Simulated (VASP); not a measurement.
# ZnS (P1) in VASP: single point with r2SCAN

Aim: the single point of ZnS with r2SCAN.

All numbers are computed with VASP 6.6.1; they aren't measurements. Logs are shortened: lines on timing, memory, paths and dates and some standing lists are left out, and cuts for length are marked.

### 1 The cell of the first run

The typed cell holds 4 atoms: a = 3.811 Å, b = 3.811 Å, c = 6.234 Å, α = 90.00°, β = 90.00°, γ = 120.00°.

### 2 Single point, r2SCAN (atom 3 (S) moved by (-0.300, +0.000) A along x and y)

POSCAR

```
ZnS
1.0
    3.8109987816      0.0000000000      0.0000000000
   -1.9054993908      3.3004217586      0.0000000000
    0.0000000000      0.0000000000      6.2340000000
Zn S
2 2
Direct
    0.3333333333      0.6666666667      0.0000000000
    0.6666666667      0.3333333333      0.5000000000
    0.2546138120      0.6666666667      0.3850000000
    0.6666666667      0.3333333333      0.8850000000
```

INCAR.step1

```
SYSTEM = ZnS
PREC     = Accurate       ! precision mode
ENCUT    = 520            ! plane-wave cutoff, eV
ISMEAR   = 0              ! smearing method
SIGMA    = 0.05           ! smearing width, eV
LREAL    = .FALSE.        ! projectors in reciprocal space
LASPH    = .TRUE.         ! aspherical terms in the spheres
NELM     = 100            ! most SCF steps
NBANDS   = 26             ! bands
GGA      = PE             ! functional
ALGO     = Normal         ! electronic algorithm
EDIFF    = 1E-4           ! SCF threshold, eV
LWAVE    = .TRUE.         ! write WAVECAR
LCHARG   = .FALSE.        ! write CHGCAR
```

INCAR.step2

```
SYSTEM = ZnS
PREC     = Accurate       ! precision mode
ENCUT    = 520            ! plane-wave cutoff, eV
EDIFF    = 1E-6           ! SCF threshold, eV
ISMEAR   = 0              ! smearing method
SIGMA    = 0.05           ! smearing width, eV
LREAL    = .FALSE.        ! projectors in reciprocal space
LASPH    = .TRUE.         ! aspherical terms in the spheres
NELM     = 100            ! most SCF steps
ALGO     = Normal         ! electronic algorithm
ISIF     = 2              ! what is computed and relaxed
LWAVE    = .FALSE.        ! write WAVECAR
LCHARG   = .FALSE.        ! write CHGCAR
METAGGA  = R2SCAN         ! meta-GGA
LMIXTAU  = .TRUE.       
NBANDS   = 26             ! bands
ISTART   = 1
```

KPOINTS

```
Automatic mesh
0
G
  6 6 4
  0 0 0
```

Potentials or basis: VASP PAW PBE potentials, release 64 (Zn, S).

Run with:

```sh
> cat potpaw_PBE.64/Zn/POTCAR potpaw_PBE.64/S/POTCAR > POTCAR
> cp INCAR.step1 INCAR
> mpirun -np 1 vasp_std > vasp.out
> cp INCAR.step2 INCAR
> mpirun -np 1 vasp_std > vasp.out
```

OUTCAR:

```text
SYSTEM = ZnS
   PREC = Accurate
   ENCUT = 520
   EDIFF = 1E-6
   ISMEAR = 0
   LREAL = .FALSE.
   LASPH = .TRUE.
   NELM = 100
   ISIF = 2
   METAGGA = R2SCAN
   ISTART = 1

 ion  position               nearest neighbor table
   1  0.333  0.667  0.000-   4 2.31   4 2.31   4 2.31   3 2.42
   2  0.667  0.333  0.500-   3 2.07   3 2.33   4 2.40   3 2.57
   3  0.255  0.667  0.385-   2 2.07   2 2.33   1 2.42   2 2.57
   4  0.667  0.333  0.885-   1 2.31   1 2.31   1 2.31   2 2.40

  LATTYP: Found a hexagonal cell.
 ALAT       =     3.8109987816
 C/A-ratio  =     1.6357916539

  Lattice vectors:

 A1 = (   3.8109987816,   0.0000000000,   0.0000000000)
 A2 = (  -1.9054993908,   3.3004217586,   0.0000000000)
 A3 = (   0.0000000000,   0.0000000000,   6.2340000000)

Analysis of symmetry for initial positions (statically):
=====================================================================
 Subroutine PRICEL returns:
 Original cell was already a primitive cell.

 Routine SETGRP: Setting up the symmetry group for a
 hexagonal supercell.

 Subroutine GETGRP returns: Found  1 space group operations
 (whereof  1 operations were pure point group operations)
 out of a pool of 24 trial point group operations.

The static configuration has the point symmetry C_1 .

Analysis of symmetry for dynamics (positions and initial velocities):
=====================================================================
 Subroutine PRICEL returns:
 Original cell was already a primitive cell.

 Routine SETGRP: Setting up the symmetry group for a
 hexagonal supercell.

 Subroutine GETGRP returns: Found  1 space group operations
 (whereof  1 operations were pure point group operations)
 out of a pool of 24 trial point group operations.

The dynamic configuration has the point symmetry C_1 .

 Subroutine INISYM returns: Found  1 space group operations
 (whereof  1 operations are pure point group operations),
 and found     1 'primitive' translations

----------------------------------------------------------------------------------------

                                     Primitive cell

  volume of cell :      78.4106

  direct lattice vectors                    reciprocal lattice vectors
     3.810998782  0.000000000  0.000000000     0.262398405  0.151495789  0.000000000
    -1.905499391  3.300421759  0.000000000     0.000000000  0.302991579  0.000000000
     0.000000000  0.000000000  6.234000000     0.000000000  0.000000000  0.160410651

  length of vectors
     3.810998782  3.810998782  6.234000000     0.302991579  0.302991579  0.160410651

  position of ions in fractional coordinates (direct lattice)
     0.333333333  0.666666667  0.000000000
     0.666666667  0.333333333  0.500000000
     0.254613812  0.666666667  0.385000000
     0.666666667  0.333333333  0.885000000

  ion indices of the primitive-cell ions
   primitive index   ion index
                 1           1
                 2           2
                 3           3
                 4           4

----------------------------------------------------------------------------------------

 KPOINTS: Automatic mesh

Automatic generation of k-mesh.
 Grid dimensions read from file:
 generate k-points for:    6    6    4

 Generating k-lattice:

  Cartesian coordinates                     Fractional coordinates (reciprocal lattice)
     0.043733067  0.025249298  0.000000000     0.166666667  0.000000000  0.000000000
     0.000000000  0.050498596  0.000000000     0.000000000  0.166666667  0.000000000
     0.000000000  0.000000000  0.040102663     0.000000000  0.000000000  0.250000000

  Length of vectors
     0.050498596  0.050498596  0.040102663

  Shift w.r.t. Gamma in fractional coordinates (k-lattice)
     0.000000000  0.000000000  0.000000000

 Subroutine IBZKPT returns following result:
 ===========================================

 Found     76 irreducible k-points:

 Following reciprocal coordinates:
            Coordinates               Weight
  0.000000  0.000000  0.000000      1.000000
  0.166667  0.000000  0.000000      2.000000
  0.000000  0.166667  0.000000      2.000000
 -0.166667  0.166667  0.000000      2.000000
  0.333333  0.000000  0.000000      2.000000
  0.000000  0.333333  0.000000      2.000000
[... 16 lines left out ...]
  0.000000  0.166667  0.250000      2.000000
 -0.166667  0.166667  0.250000      2.000000
 [... further k-points ...]
   k-points           NKPTS =     76   k-points in BZ     NKDIM =     76   number of bands    NBANDS=     26
   number of dos      NEDOS =    301   number of ions     NIONS =      4
   total plane-waves  NPLWV =  37632
   dimension x,y,z NGX =    28 NGY =   28 NGZ =   48
   dimension x,y,z NGXF=    56 NGYF=   56 NGZF=   96
   ions per type =               2   2
   NGX,Y,Z   is equivalent  to a cutoff of  12.21, 12.21, 12.80 a.u.
   NGXF,Y,Z  is equivalent  to a cutoff of  24.43, 24.43, 25.60 a.u.
 SYSTEM =  ZnS
   PREC   = accura    normal or accurate (medium, high low for compatibility)
   ISTART =      1    job   : 0-new  1-cont  2-samecut
   ICHARG =      0    charge: 1-file 2-atom 10-const
   ISPIN  =      1    spin polarized calculation?
   LNONCOLLINEAR =      F non collinear calculations
   LSORBIT =      F    spin-orbit coupling
   LASPH  =      T    aspherical Exc in radial PAW
   ENCUT  =  520.0 eV  38.22 Ry    6.18 a.u.   7.09  7.09 11.59*2*pi/ulx,y,z
   NELM   =    100;   NELMIN=  2; NELMDL=  0     # of ELM steps
   EDIFF  = 0.1E-05   stopping-criterion for ELM
   LREAL  =      F    real-space projection
   EDIFFG = 0.1E-04   stopping-criterion for IOM
   NSW    =      0    number of steps for IOM
   IBRION =     -1    ionic relax: 0-MD 1-quasi-New 2-CG
   NFREE  =      0    steps in history (QN), initial steepest desc. (CG)
   ISIF   =      2    stress and relaxation
   ISYM   =      2    0-nonsym 1-usesym 2-fastsym
   POTIM  = 0.5000    time-step for ionic-motion
   TEBEG  =    0.0;   TEEND  =   0.0 temperature during run
   PSTRESS=    0.0 pullay stress
   NELECT =      36.0000    total number of electrons
   NUPDOWN=      -1.0000    fix difference up-down
   EMIN   =  10.00;   EMAX   =-10.00  energy-range for DOS
   EFERMI =   0.00;   METHOD = LEGACY
   ISMEAR =     0;   SIGMA  =   0.05  broadening in eV -4-tet -1-fermi 0-gaus
   EFERMI_NEDOS =   21; number of points for ismear=-14 and -15
   IALGO  =     38    algorithm
   IMIX   =      4    mixing-type and parameters
     AMIX     =   0.40;   BMIX     =  1.00
     AMIX_MAG =   1.60;   BMIX_MAG =  1.00
  volume/ion in A,a.u.               =      19.60       132.29
  Fermi-wavevector in a.u.,A,eV,Ry     =   1.262944  2.386617 21.701656  1.595027
  Thomas-Fermi vector in A             =   2.396326
   LORBIT       =      0    0 simple, 1 ext, 2 COOP (PROOUT), +10 PAW based schemes
   METAGGA = R2SCAN    functional components
   LHFCALC =     F    Hartree Fock is set to
   AEXX    =    0.0000 exact exchange contribution
   IVDW    =     0    specifies the selected vdW correction
   LEPSILON=     F    determine dielectric tensor
   LRPA    =     F    only Hartree local field effects (RPA)
 non-spin polarized calculation
 Gauss-broadening in eV      SIGMA  =   0.05
  energy-cutoff  :      520.00
  volume of cell :       78.41
 maximum number of plane-waves:      2133
   NGX = 15   NGY = 15   NGZ = 23

 number of electron      35.9999976 magnetization

 Free energy of the ion-electron system (eV)
  ---------------------------------------------------
  ext. energy  EPLUGINS =         0.00000000
  ---------------------------------------------------
  free energy    TOTEN  =       -37.34044060 eV

  energy without entropy =      -37.34044060  energy(sigma->0) =      -37.34044060

 E-fermi :   2.1753     XC(G=0): -10.3017

 val. band max:        1.9496502426   @ k =   0.0000   0.0000   0.0000
 cond. band min:       4.6992561292   @ k =   0.0000   0.0000   0.0000
 fundamental gap:      2.7496058865
 Fermi energy:         2.1753381147

 k-point     1 :       0.0000    0.0000    0.0000
  band No.  band energies     occupation
      1     -11.8952      2.00000
      2     -10.9556      2.00000
      3      -4.9408      2.00000
      4      -4.7205      2.00000
      5      -4.6414      2.00000
      6      -4.6197      2.00000
[... 18 lines left out ...]
     25      10.7602      0.00000
     26      11.5716      0.00000

 k-point     2 :       0.1667    0.0000    0.0000
  band No.  band energies     occupation
      1     -11.6984      2.00000
      2     -10.8504      2.00000
      3      -4.9411      2.00000
      4      -4.6501      2.00000
      5      -4.6173      2.00000
      6      -4.5822      2.00000
[... 18 lines left out ...]
     25      10.7244      0.00000
     26      10.9795      0.00000

 k-point     3 :       0.0000    0.1667    0.0000
  band No.  band energies     occupation
      1     -11.7065      2.00000
      2     -10.8475      2.00000
      3      -4.9369      2.00000
      4      -4.6688      2.00000
      5      -4.6164      2.00000
      6      -4.5943      2.00000
[... 18 lines left out ...]
     25      10.6297      0.00000
     26      11.2921      0.00000

 k-point     4 :      -0.1667    0.1667    0.0000
  band No.  band energies     occupation
      1     -11.7192      2.00000
      2     -10.8483      2.00000
      3      -4.9169      2.00000
      4      -4.7215      2.00000
      5      -4.6381      2.00000
      6      -4.5704      2.00000
[... 18 lines left out ...]
     25      10.4644      0.00000
     26      11.3816      0.00000

 k-point     5 :       0.3333    0.0000    0.0000
  band No.  band energies     occupation
      1     -11.2156      2.00000
      2     -10.6726      2.00000
      3      -4.8679      2.00000
      4      -4.5830      2.00000
      5      -4.5179      2.00000
      6      -4.5043      2.00000
[... 18 lines left out ...]
     25      10.8662      0.00000
     26      12.5443      0.00000

 k-point     6 :       0.0000    0.3333    0.0000
  band No.  band energies     occupation
      1     -11.2567      2.00000
      2     -10.6486      2.00000
      3      -4.8870      2.00000
      4      -4.6322      2.00000
      5      -4.5652      2.00000
      6      -4.4850      2.00000
[... 427 lines left out ...]
 k-point    21 :       0.0000    0.0000    0.2500
  band No.  band energies     occupation
      1     -11.7762      2.00000
      2     -11.1134      2.00000
      3      -4.9436      2.00000
      4      -4.7264      2.00000
      5      -4.6443      2.00000
      6      -4.6252      2.00000
[... 18 lines left out ...]
     25      10.3822      0.00000
     26      10.9169      0.00000

 k-point    22 :       0.1667    0.0000    0.2500
  band No.  band energies     occupation
      1     -11.5930      2.00000
      2     -10.9832      2.00000
      3      -4.9359      2.00000
      4      -4.6864      2.00000
      5      -4.6258      2.00000
      6      -4.5833      2.00000
[... 18 lines left out ...]
     25      10.2322      0.00000
     26      11.0350      0.00000

 k-point    23 :       0.0000    0.1667    0.2500
  band No.  band energies     occupation
      1     -11.5962      2.00000
      2     -10.9875      2.00000
      3      -4.9352      2.00000
      4      -4.6937      2.00000
      5      -4.6198      2.00000
      6      -4.5911      2.00000
[... 18 lines left out ...]
     25      10.5602      0.00000
     26      11.2688      0.00000

 k-point    24 :      -0.1667    0.1667    0.2500
  band No.  band energies     occupation
      1     -11.6037      2.00000
      2     -10.9960      2.00000
      3      -4.9220      2.00000
      4      -4.7372      2.00000
      5      -4.6220      2.00000
      6      -4.5781      2.00000
[... 18 lines left out ...]
     25      10.6638      0.00000
     26      11.0367      0.00000

 [... further k-points ...]
[... 5 lines left out ...]
  --------------------------------------------------------------------------------------
  -------------------------------------------------------------------------------------
  Total        2.1502030      1.1668337     -0.1728733      2.4443914     -0.7351053     -1.3336474
  in kB       43.9354410     23.8420998     -3.5323481     49.9466393    -15.0205241    -27.2506311
  external PRESSURE =      21.4150642 kB  Pullay stress =       0.0000000 kB

 VOLUME and BASIS-vectors are now :
 -----------------------------------------------------------------------------
  energy-cutoff  :      520.00
  volume of cell :       78.41
      direct lattice vectors                 reciprocal lattice vectors
     3.810998782  0.000000000  0.000000000     0.262398405  0.151495789  0.000000000
    -1.905499391  3.300421759  0.000000000     0.000000000  0.302991579  0.000000000
     0.000000000  0.000000000  6.234000000     0.000000000  0.000000000  0.160410651

 POSITION                                       TOTAL-FORCE (eV/Angst)
 -----------------------------------------------------------------------------------
     -0.00000      2.20028      0.00000        -0.105666     -0.010466      0.360459
      1.90550      1.10014      3.11700        -2.253905     -1.068709      0.909359
     -0.30000      2.20028      2.40009         2.539844      1.116330     -0.976323
      1.90550      1.10014      5.51709        -0.180273     -0.037155     -0.293495
 -----------------------------------------------------------------------------------
    total drift:                                0.005522      0.012831      0.000521

  FREE ENERGIE OF THE ION-ELECTRON SYSTEM (eV)
  ---------------------------------------------------
  free  energy   TOTEN  =       -37.3404406047 eV

  energy  without entropy=      -37.3404406047  energy(sigma->0) =      -37.34044060
```

It took 4.4 min on 1 thread of Intel Xeon Platinum 8559C (Emerald Rapids), shared host; peak memory 0.27 GiB.

Results:

| Property | Result |
| --- | --- |
| Free energy | -37.3404 eV |
| Pressure | 2.1 GPa |
| Largest force | 2.941 eV/Å |
| Band gap on the k mesh | 2.75 eV, direct |

Forces on the atoms (eV/Å):
```
Zn  -0.106 -0.010  0.360
Zn  -2.254 -1.069  0.909
S    2.540  1.116 -0.976
S   -0.180 -0.037 -0.293
```

Caveat: the cell differs from its parent crystal (atom 3 (S) moved by (-0.300, +0.000) A along x and y); the PAW data sets were made with another functional, which shifts forces and pressure a little.
